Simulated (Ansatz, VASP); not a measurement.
**Sr4Ta2O in VASP and in Ansatz**

```
Sr Ta O
1.0
     3.66927    0.00000    0.00000
     0.00000    3.66927    0.00000
     0.00000    0.00000   16.76919
Sr Ta O
4 2 1
Direct
  0.50000 0.50000 0.97145
  0.00000 0.00000 0.20931
  0.00000 0.00000 0.62400
  0.50000 0.50000 0.41163
  0.00000 0.00000 0.82778
  0.50000 0.50000 0.76448
  0.00000 0.00000 0.94635
```

Alike in both runs: functional PBE; k mesh 8 × 8 × 2; occupations gaussian, width 0.1 eV; no spin polarisation.

Ansatz relaxed the structure, and its values are those at the end. VASP's run is a single point on that final structure, the one shown.

|  | VASP | Ansatz |
| --- | --- | --- |
| version | VASP 6.6.1 | Ansatz 0.2.0 |
| potentials or method | VASP PAW PBE potentials, release 64 (Sr_sv, Ta_pv, O), cutoff 520 eV | scalar-relativistic, plane waves, PAW |
| valence electrons in the cell | 68 | 72 |

```tsv
	VASP	Ansatz	Ansatz less VASP
gap on the k mesh at the Fermi level (eV)	none	none	-
pressure (GPa)	0.1	0.0	-0.10
rms of the force components (eV/Å)	0.025	0.002	-0.0225
```

A gap of «none» marks a metal or a gap that the smearing closes. VASP's potentials hold 68 valence electrons a cell and Ansatz's 72, so a difference there can come from the potentials and not from the codes.

Spin-orbit coupling is off throughout.
